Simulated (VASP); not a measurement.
# Ru in VASP: single point with PBEsol

Aim: the single point of Ru with PBEsol.

Program: VASP 6.6.1. These are calculated values, not measurements. Logs are shortened: lines on timing, memory, paths and dates and some standing lists are left out, and cuts for length are marked.

### Step 1. The cell of the first run

The cell holds a wire or tube with vacuum around it, 18 atoms: a = 17.100 Å, b = 16.300 Å, c = 4.159 Å, α = 90.00°, β = 90.00°, γ = 90.00°.

### Step 2. Single point, PBEsol

INCAR reads:

```
SYSTEM = Ru
PREC     = Accurate       ! precision mode
ENCUT    = 520            ! plane-wave cutoff, eV
EDIFF    = 1E-6           ! SCF threshold, eV
ISMEAR   = 0              ! smearing method
SIGMA    = 0.05           ! smearing width, eV
LREAL    = Auto         
LASPH    = .True.         ! aspherical terms in the spheres
NELM     = 60             ! most SCF steps
ALGO     = Fast           ! electronic algorithm
ISIF     = 2              ! what is computed and relaxed
LWAVE    = .False.        ! write WAVECAR
LCHARG   = .False.        ! write CHGCAR
GGA      = PS             ! functional
NBANDS   = 141            ! bands
```

KPOINTS reads:

```
Automatic mesh
0
Gamma
  1 1 13
  0 0 0
```

POSCAR reads:

```
Ru
1.0
   17.1000000000      0.0000000000      0.0000000000
    0.0000000000     16.3000000000      0.0000000000
    0.0000000000      0.0000000000      4.1589736521
Ru
18
Direct
    0.3491772660      0.3338088360      0.2500000000
    0.2749984184      0.4860319727      0.2500000000
    0.5000000000      0.3295927096      0.2500000000
    0.4236774197      0.4703347511      0.2500000000
    0.3483088338      0.6058652708      0.2500000000
    0.6508227340      0.3338088360      0.2500000000
    0.5763225803      0.4703347511      0.2500000000
    0.5000000000      0.6211576715      0.2500000000
    0.7250015816      0.4860319727      0.2500000000
    0.6516911662      0.6058652708      0.2500000000
    0.4092485384      0.2998625083      0.7500000000
    0.3345473618      0.4378515789      0.7500000000
    0.5907514616      0.2998625083      0.7500000000
    0.5000000000      0.4243279891      0.7500000000
    0.4208816954      0.5674716636      0.7500000000
    0.6654526382      0.4378515789      0.7500000000
    0.5791183046      0.5674716636      0.7500000000
    0.5000000000      0.6985184205      0.7500000000
```

Potentials or basis: VASP PAW PBE potentials, release 64 (Ru_pv).

Launch:

```sh
cat potpaw_PBE.64/Ru_pv/POTCAR > POTCAR
mpirun -np 1 vasp_std > vasp.out
```

OUTCAR:

```text
SYSTEM = Ru
   PREC = Accurate
   ENCUT = 520
   EDIFF = 1E-6
   ISMEAR = 0
   LREAL = Auto
   LASPH = .True.
   NELM = 60
   ISIF = 2
   GGA = PS

 ion  position               nearest neighbor table
   1  0.349  0.334  0.250-  11 2.38  11 2.38   4 2.56   3 2.58  12 2.69  12 2.69   2 2.79
   2  0.275  0.486  0.250-   5 2.32  12 2.44  12 2.44   4 2.56   1 2.79
   3  0.500  0.330  0.250-   1 2.58   6 2.58  14 2.59  14 2.59   4 2.64   7 2.64  11 2.64  11 2.64
                            13 2.64  13 2.64
   4  0.424  0.470  0.250-   2 2.56   5 2.56   1 2.56  14 2.57  14 2.57   7 2.61  15 2.61  15 2.61
                            12 2.63  12 2.63   3 2.64   8 2.78
   5  0.348  0.606  0.250-   2 2.32  15 2.50  15 2.50   4 2.56   8 2.61
   6  0.651  0.334  0.250-  13 2.38  13 2.38   7 2.56   3 2.58  16 2.69  16 2.69   9 2.79
   7  0.576  0.470  0.250-   9 2.56  10 2.56   6 2.56  14 2.57  14 2.57   4 2.61  17 2.61  17 2.61
                            16 2.63  16 2.63   3 2.64   8 2.78
   8  0.500  0.621  0.250-  18 2.43  18 2.43   5 2.61  10 2.61  15 2.63  15 2.63  17 2.63  17 2.63
                             7 2.78   4 2.78
   9  0.725  0.486  0.250-  10 2.32  16 2.44  16 2.44   7 2.56   6 2.79
  10  0.652  0.606  0.250-   9 2.32  17 2.50  17 2.50   7 2.56   8 2.61
  11  0.409  0.300  0.750-   1 2.38   1 2.38  14 2.55  12 2.59   3 2.64   3 2.64  13 3.10
  12  0.335  0.438  0.750-   2 2.44   2 2.44  15 2.58  11 2.59   4 2.63   4 2.63   1 2.69   1 2.69
                            14 2.84
  13  0.591  0.300  0.750-   6 2.38   6 2.38  14 2.55  16 2.59   3 2.64   3 2.64  11 3.10
  14  0.500  0.424  0.750-  11 2.55  13 2.55   4 2.57   7 2.57   4 2.57   7 2.57   3 2.59   3 2.59
                            17 2.70  15 2.70  12 2.84  16 2.84
  15  0.421  0.567  0.750-   5 2.50   5 2.50  18 2.53  12 2.58   4 2.61   4 2.61   8 2.63   8 2.63
                            14 2.70  17 2.71
  16  0.665  0.438  0.750-   9 2.44   9 2.44  17 2.58  13 2.59   7 2.63   7 2.63   6 2.69   6 2.69
                            14 2.84
  17  0.579  0.567  0.750-  10 2.50  10 2.50  18 2.53  16 2.58   7 2.61   7 2.61   8 2.63   8 2.63
                            14 2.70  15 2.71
  18  0.500  0.699  0.750-   8 2.43   8 2.43  17 2.53  15 2.53

  LATTYP: Found a simple orthorhombic cell.
 ALAT       =     4.1589736521
 B/A-ratio  =     3.9192361778
 C/A-ratio  =     4.1115913277

  Lattice vectors:

 A1 = (   0.0000000000,   0.0000000000,  -4.1589736521)
 A2 = (   0.0000000000,  16.3000000000,   0.0000000000)
 A3 = (  17.1000000000,   0.0000000000,   0.0000000000)

Analysis of symmetry for initial positions (statically):
=====================================================================
 Subroutine PRICEL returns:
 Original cell was already a primitive cell.

 Routine SETGRP: Setting up the symmetry group for a
 simple orthorhombic supercell.

 Subroutine GETGRP returns: Found  4 space group operations
 (whereof  2 operations were pure point group operations)
 out of a pool of  8 trial point group operations.

The static configuration has the point symmetry C_1h.
 The point group associated with its full space group is C_2v.

Analysis of symmetry for dynamics (positions and initial velocities):
=====================================================================
 Subroutine PRICEL returns:
 Original cell was already a primitive cell.

 Routine SETGRP: Setting up the symmetry group for a
 simple orthorhombic supercell.

 Subroutine GETGRP returns: Found  4 space group operations
 (whereof  2 operations were pure point group operations)
 out of a pool of  8 trial point group operations.

The dynamic configuration has the point symmetry C_1h.
 The point group associated with its full space group is C_2v.

 Subroutine INISYM returns: Found  4 space group operations
 (whereof  2 operations are pure point group operations),
 and found     1 'primitive' translations

----------------------------------------------------------------------------------------

                                     Primitive cell

  volume of cell :    1159.2307

  direct lattice vectors                    reciprocal lattice vectors
    17.100000000  0.000000000  0.000000000     0.058479532  0.000000000  0.000000000
     0.000000000 16.300000000  0.000000000     0.000000000  0.061349693  0.000000000
     0.000000000  0.000000000  4.158973652     0.000000000  0.000000000  0.240443937

  length of vectors
    17.100000000 16.300000000  4.158973652     0.058479532  0.061349693  0.240443937

  position of ions in fractional coordinates (direct lattice)
     0.349177266  0.333808836  0.250000000
     0.274998418  0.486031973  0.250000000
     0.500000000  0.329592710  0.250000000
     0.423677420  0.470334751  0.250000000
     0.348308834  0.605865271  0.250000000
     0.650822734  0.333808836  0.250000000
[... 10 lines left out ...]
     0.579118305  0.567471664  0.750000000
     0.500000000  0.698518421  0.750000000

  ion indices of the primitive-cell ions
   primitive index   ion index
                 1           1
                 2           2
                 3           3
                 4           4
                 5           5
                 6           6
[... 10 lines left out ...]
                17          17
                18          18

----------------------------------------------------------------------------------------

 KPOINTS: Automatic mesh

Automatic generation of k-mesh.
 Grid dimensions read from file:
 generate k-points for:    1    1   13

 Generating k-lattice:

  Cartesian coordinates                     Fractional coordinates (reciprocal lattice)
     0.058479532  0.000000000  0.000000000     1.000000000  0.000000000  0.000000000
     0.000000000  0.061349693  0.000000000     0.000000000  1.000000000  0.000000000
     0.000000000  0.000000000  0.018495687     0.000000000  0.000000000  0.076923077

  Length of vectors
     0.058479532  0.061349693  0.018495687

  Shift w.r.t. Gamma in fractional coordinates (k-lattice)
     0.000000000  0.000000000  0.000000000

 Subroutine IBZKPT returns following result:
 ===========================================

 Found      7 irreducible k-points:

 Following reciprocal coordinates:
            Coordinates               Weight
  0.000000  0.000000  0.000000      1.000000
  0.000000  0.000000  0.076923      2.000000
  0.000000  0.000000  0.153846      2.000000
  0.000000  0.000000  0.230769      2.000000
  0.000000  0.000000  0.307692      2.000000
  0.000000  0.000000  0.384615      2.000000
  0.000000  0.000000  0.461538      2.000000
   k-points           NKPTS =      7   k-points in BZ     NKDIM =      7   number of bands    NBANDS=    141
   number of dos      NEDOS =    301   number of ions     NIONS =     18
   total plane-waves  NPLWV = 516096
   dimension x,y,z NGX =   128 NGY =  126 NGZ =   32
   dimension x,y,z NGXF=   256 NGYF=  252 NGZF=   64
   ions per type =              18
   NGX,Y,Z   is equivalent  to a cutoff of  12.44, 12.85, 12.79 a.u.
   NGXF,Y,Z  is equivalent  to a cutoff of  24.89, 25.70, 25.58 a.u.
 SYSTEM =  Ru
   PREC   = accura    normal or accurate (medium, high low for compatibility)
   ISTART =      0    job   : 0-new  1-cont  2-samecut
   ICHARG =      2    charge: 1-file 2-atom 10-const
   ISPIN  =      1    spin polarized calculation?
   LNONCOLLINEAR =      F non collinear calculations
   LSORBIT =      F    spin-orbit coupling
   LASPH  =      T    aspherical Exc in radial PAW
   ENCUT  =  520.0 eV  38.22 Ry    6.18 a.u.  31.79 30.31  7.73*2*pi/ulx,y,z
   NELM   =     60;   NELMIN=  2; NELMDL= -5     # of ELM steps
   EDIFF  = 0.1E-05   stopping-criterion for ELM
   LREAL  =      T    real-space projection
   EDIFFG = 0.1E-04   stopping-criterion for IOM
   NSW    =      0    number of steps for IOM
[... 5 lines left out ...]
   TEBEG  =    0.0;   TEEND  =   0.0 temperature during run
   PSTRESS=    0.0 pullay stress
   NELECT =     252.0000    total number of electrons
   NUPDOWN=      -1.0000    fix difference up-down
   EMIN   =  10.00;   EMAX   =-10.00  energy-range for DOS
   EFERMI =   0.00;   METHOD = LEGACY
   ISMEAR =     0;   SIGMA  =   0.05  broadening in eV -4-tet -1-fermi 0-gaus
   EFERMI_NEDOS =   21; number of points for ismear=-14 and -15
   IALGO  =     68    algorithm
   IMIX   =      4    mixing-type and parameters
     AMIX     =   0.40;   BMIX     =  1.00
     AMIX_MAG =   1.60;   BMIX_MAG =  1.00
  volume/ion in A,a.u.               =      64.40       434.60
  Fermi-wavevector in a.u.,A,eV,Ry     =   0.984355  1.860161 13.183428  0.968955
  Thomas-Fermi vector in A             =   2.115581
   LORBIT       =      0    0 simple, 1 ext, 2 COOP (PROOUT), +10 PAW based schemes
   GGA     = PS    functional components
   LHFCALC =     F    Hartree Fock is set to
   AEXX    =    0.0000 exact exchange contribution
   IVDW    =     0    specifies the selected vdW correction
   LEPSILON=     F    determine dielectric tensor
   LRPA    =     F    only Hartree local field effects (RPA)
 non-spin polarized calculation
 RMM-DIIS sequential band-by-band and
 Gauss-broadening in eV      SIGMA  =   0.05
  energy-cutoff  :      520.00
  volume of cell :     1159.23
 maximum number of plane-waves:     31253
 NGX is ok and might be reduce to   126
   NGX = 63   NGY = 61   NGZ = 15

 number of electron     251.9999984 magnetization

 Free energy of the ion-electron system (eV)
  ---------------------------------------------------
  ext. energy  EPLUGINS =         0.00000000
  ---------------------------------------------------
  free energy    TOTEN  =      -155.35181762 eV

  energy without entropy =     -155.30946764  energy(sigma->0) =     -155.33064263

 E-fermi :  -0.6113     XC(G=0):  -4.1796

 val. band max:       -0.6337563122   @ k =   0.0000   0.0000   0.0769
 cond. band min:      -0.6079953430   @ k =   0.0000   0.0000   0.3077
 fundamental gap:      0.0257609691
 Fermi energy:        -0.6112693393

 k-point     1 :       0.0000    0.0000    0.0000
  band No.  band energies     occupation
      1     -44.4841      2.00000
      2     -44.3506      2.00000
      3     -44.2769      2.00000
      4     -44.2488      2.00000
      5     -44.2349      2.00000
      6     -44.1904      2.00000
[... 976 lines left out ...]
    137       0.1001      0.00000
    138       0.2365      0.00000
 [bands above 138 left out]

------------------------ aborting loop because EDIFF is reached ----------------------------------------

  FORCE on cell =-STRESS in cart. coord.  units (eV):
  Direction    XX          YY          ZZ          XY          YZ          ZX
  --------------------------------------------------------------------------------------
  -------------------------------------------------------------------------------------
  Total        0.1950522      0.2928669      0.4910960      0.0000000      0.0000000      0.0000000
  in kB        0.2695825      0.4047724      0.6787457      0.0000000      0.0000000      0.0000000
  external PRESSURE =       0.4510336 kB  Pullay stress =       0.0000000 kB

 VOLUME and BASIS-vectors are now :
 -----------------------------------------------------------------------------
  energy-cutoff  :      520.00
  volume of cell :     1159.23
      direct lattice vectors                 reciprocal lattice vectors
    17.100000000  0.000000000  0.000000000     0.058479532  0.000000000  0.000000000
     0.000000000 16.300000000  0.000000000     0.000000000  0.061349693  0.000000000
     0.000000000  0.000000000  4.158973652     0.000000000  0.000000000  0.240443937

 POSITION                                       TOTAL-FORCE (eV/Angst)
 -----------------------------------------------------------------------------------
      5.97093      5.44108      1.03974        -0.035366      0.008616      0.000000
      4.70247      7.92232      1.03974        -0.065000     -0.039539      0.000000
      8.55000      5.37236      1.03974         0.000000     -0.015014      0.000000
      7.24488      7.66646      1.03974        -0.000880     -0.002857      0.000000
      5.95608      9.87560      1.03974         0.020837      0.066710      0.000000
     11.12907      5.44108      1.03974         0.035366      0.008616      0.000000
[... 10 lines left out ...]
      9.90292      9.24979      3.11923        -0.002232     -0.000661      0.000000
      8.55000     11.38585      3.11923         0.000000      0.047210      0.000000
 -----------------------------------------------------------------------------------
    total drift:                               -0.000000     -0.006261      0.000000

  FREE ENERGIE OF THE ION-ELECTRON SYSTEM (eV)
  ---------------------------------------------------
  free  energy   TOTEN  =      -155.3518176234 eV

  energy  without entropy=     -155.3094676363  energy(sigma->0) =     -155.33064263
```

It took 1.5 h on 1 thread of Oxide Virtual Turin-like, shared host; peak memory 1.4 GiB.

Results:

```yaml
Free_energy: -155.3518 eV
Largest_force: 0.076 eV/Å
Band_gap_on_the_k_mesh: zero (bands 126 and 127 overlap by 0.21 eV)
```

Forces on the atoms (eV/Å):
```
Ru  -0.035  0.009  0.000
Ru  -0.065 -0.040  0.000
Ru   0.000 -0.015  0.000
Ru  -0.001 -0.003  0.000
Ru   0.021  0.067  0.000
Ru   0.035  0.009  0.000
Ru   0.001 -0.003  0.000
Ru   0.000 -0.018  0.000
Ru   0.065 -0.040  0.000
Ru  -0.021  0.067  0.000
Ru   0.028 -0.022  0.000
Ru   0.001 -0.015  0.000
Ru  -0.028 -0.022  0.000
Ru   0.000 -0.005  0.000
Ru   0.002 -0.001  0.000
Ru  -0.001 -0.015  0.000
Ru  -0.002 -0.001  0.000
Ru   0.000  0.047  0.000
```

Caveat: the PAW data sets were made with another functional, which shifts forces and pressure a little.

The gap in the log of VASP goes by the Fermi energy; the results here count the filled bands.